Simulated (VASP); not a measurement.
# Ti (Im-3m) in VASP: settings compared, part 2 of 2

VASP 6.6.1.

## 4. Single point, PBE+D4

This run uses another cell than the first one, of 16.94 Å³/atom, 0.984 times its volume.

The input, INCAR:

```
PREC = Accurate
ENCUT = 520
EDIFF = 1E-6
ISMEAR = -1
SIGMA = 0.05
LREAL = F
LASPH = T
NELM = 80
ALGO = Normal
ISIF = 2
LWAVE = F
LCHARG = T
GGA = PE
IVDW = 13
LELF = T
LVHAR = T
NBANDS = 12
```

The input, KPOINTS:

```
regular mesh
0
Gamma
  11 11 11
```

The input, POSCAR:

```
Ti
1.0
   -1.6177506613      1.6177506613      1.6177506613
    1.6177506613     -1.6177506613      1.6177506613
    1.6177506613      1.6177506613     -1.6177506613
Ti
1
Direct
    0.0000000000      0.0000000000      0.0000000000
```

Potentials or basis: VASP PAW PBE potentials, release 64 (Ti_sv).

Started as:

```
> cat potpaw_PBE.64/Ti_sv/POTCAR > POTCAR
> mpirun -np 1 vasp_std > vasp.out
```

OUTCAR:

```text
PREC = Accurate
   ENCUT = 520
   EDIFF = 1E-6
   ISMEAR = -1
   LREAL = F
   LASPH = T
   NELM = 80
   ISIF = 2
   GGA = PE
   IVDW = 13

 ion  position               nearest neighbor table
   1  0.000  0.000  0.000-

  LATTYP: Found a body centered cubic cell.
 ALAT       =     3.2355013226

  Lattice vectors:

 A1 = (  -1.6177506613,   1.6177506613,   1.6177506613)
 A2 = (   1.6177506613,  -1.6177506613,   1.6177506613)
 A3 = (   1.6177506613,   1.6177506613,  -1.6177506613)

Analysis of symmetry for initial positions (statically):
=====================================================================
 Subroutine PRICEL returns:
 Original cell was already a primitive cell.

 Routine SETGRP: Setting up the symmetry group for a
 body centered cubic supercell.

 Subroutine GETGRP returns: Found 48 space group operations
[... 9 lines left out ...]

 Routine SETGRP: Setting up the symmetry group for a
 body centered cubic supercell.

 Subroutine GETGRP returns: Found 48 space group operations
[... 157 lines left out ...]
  band No.  band energies     occupation
      1     -48.1220      2.00000
      2     -23.9483      2.00000
      3     -23.9483      2.00000
      4     -23.9483      2.00000
      5       2.3428      2.00000
      6       9.3680      0.00000
      7       9.3680      0.00000
      8       9.3680      0.00000
      9      11.1812      0.00000
     10      11.1812      0.00000
     11      25.9426      0.00000
     12      25.9426      0.00000
[... 331 lines left out ...]
 k-point    24 :       0.3636    0.1818    0.0909
  band No.  band energies     occupation
      1     -47.9688      2.00000
      2     -24.5454      2.00000
      3     -24.2724      2.00000
      4     -24.0645      2.00000
      5       6.8602      2.00000
      6       7.7329      1.99999
      7       8.4216      0.35646
      8      11.3759      0.00000
      9      11.5768      0.00000
     10      14.8736      0.00000
     11      17.2135      0.00000
     12      19.7458      0.00000

 [... further k-points ...]

------------------------ aborting loop because EDIFF is reached ----------------------------------------

  DFT-D4 for vdW energy calculation

  Edisp (eV):   -0.20648

  FORCE on cell =-STRESS in cart. coord.  units (eV):
  Direction    XX          YY          ZZ          XY          YZ          ZX
  --------------------------------------------------------------------------------------
  -------------------------------------------------------------------------------------
  Total      -0.02784    -0.02784    -0.02784    -0.00000    -0.00000     0.00000
  in kB      -2.63370    -2.63370    -2.63370    -0.00000    -0.00000     0.00000
  external pressure =       -2.63 kB  Pullay stress =        0.00 kB

 VOLUME and BASIS-vectors are now :
 -----------------------------------------------------------------------------
  energy-cutoff  :      520.00
  volume of cell :       16.94
      direct lattice vectors                 reciprocal lattice vectors
    -1.617750661  1.617750661  1.617750661     0.000000000  0.309071115  0.309071115
     1.617750661 -1.617750661  1.617750661     0.309071115  0.000000000  0.309071115
     1.617750661  1.617750661 -1.617750661     0.309071115  0.309071115  0.000000000

 POSITION                                       TOTAL-FORCE (eV/Angst)
 -----------------------------------------------------------------------------------
      0.00000      0.00000      0.00000         0.000000     -0.000000      0.000000
 -----------------------------------------------------------------------------------
    total drift:                                0.000000      0.000000      0.000000

  FREE ENERGIE OF THE ION-ELECTRON SYSTEM (eV)
  ---------------------------------------------------
  free  energy   TOTEN  =        -7.9384540222 eV

  energy  without entropy=       -7.9177661920  energy(sigma->0) =       -7.92811011
```

OSZICAR:

```text
N       E                     dE             d eps       ncg     rms          rms(c)
DAV:   1     0.889167095295E+02    0.88917E+02   -0.65940E+03  1344   0.122E+03
DAV:   2    -0.427920872779E+01   -0.93196E+02   -0.90845E+02  1376   0.298E+02
DAV:   3    -0.863505623120E+01   -0.43558E+01   -0.43092E+01  1800   0.661E+01
DAV:   4    -0.871957173527E+01   -0.84516E-01   -0.84390E-01  1556   0.830E+00
DAV:   5    -0.872146074042E+01   -0.18890E-02   -0.18889E-02  1548   0.115E+00    0.845E+00
DAV:   6    -0.772221230409E+01    0.99925E+00   -0.23378E+00  1440   0.219E+01    0.217E+00
DAV:   7    -0.772059906067E+01    0.16132E-02   -0.75340E-02  1592   0.292E+00    0.129E+00
DAV:   8    -0.773149805575E+01   -0.10899E-01   -0.36516E-02  1412   0.222E+00    0.111E-01
DAV:   9    -0.773195620617E+01   -0.45815E-03   -0.31529E-03  1616   0.545E-01    0.853E-02
DAV:  10    -0.773200058358E+01   -0.44377E-04   -0.23745E-04  1460   0.178E-01    0.168E-02
DAV:  11    -0.773196927226E+01    0.31311E-04   -0.20071E-05  1556   0.685E-02    0.680E-03
DAV:  12    -0.773196976948E+01   -0.49722E-06   -0.10141E-06  1112   0.133E-02
   1 F= -.79384540E+01 E0= -.79281101E+01  d E =-.206878E-01
```

Run time: 8.8 s. Hardware: 1 thread of Intel Xeon Platinum 8259CL at 2.50GHz (Skylake/Cascade Lake), shared host; peak memory 0.14 GiB.

Results:

```yaml
Free_energy: -7.9385 eV
Pressure: -0.3 GPa
Band_gap_on_the_k_mesh: zero (band 6 reaches 9.38 eV, above the bottom of band 7 at 7.74 eV)
Dispersion_energy_per_atom: -0.206 eV
```

Caveat: pairwise dispersion overbinds metals, which lowers pressure and volume.

## 5. Overview

```csv
level,cell,gap on the mesh (eV),pressure (GPa)
r2SCAN,"a = 2.818 Å, angles 109.5°, 1 atom",none,0.3
PBE+D3(BJ),"a = 2.766 Å, angles 109.5°, 1 atom",none,-0.3
PBE+D4,"a = 2.802 Å, angles 109.5°, 1 atom",none,-0.3
```

Alike in all rows: task single point; potentials or basis VASP PAW PBE potentials, release 64 (Ti_sv); no spin polarisation; k mesh 11 × 11 × 11; cutoff (eV) 520; smearing fermi-dirac 0.05 eV.

Caveats: pairwise dispersion overbinds metals, which lowers pressure and volume (some runs); the PAW data sets were made with another functional, which shifts forces and pressure a little (some runs).

Absolute energies hang on the potentials; compare differences alone.
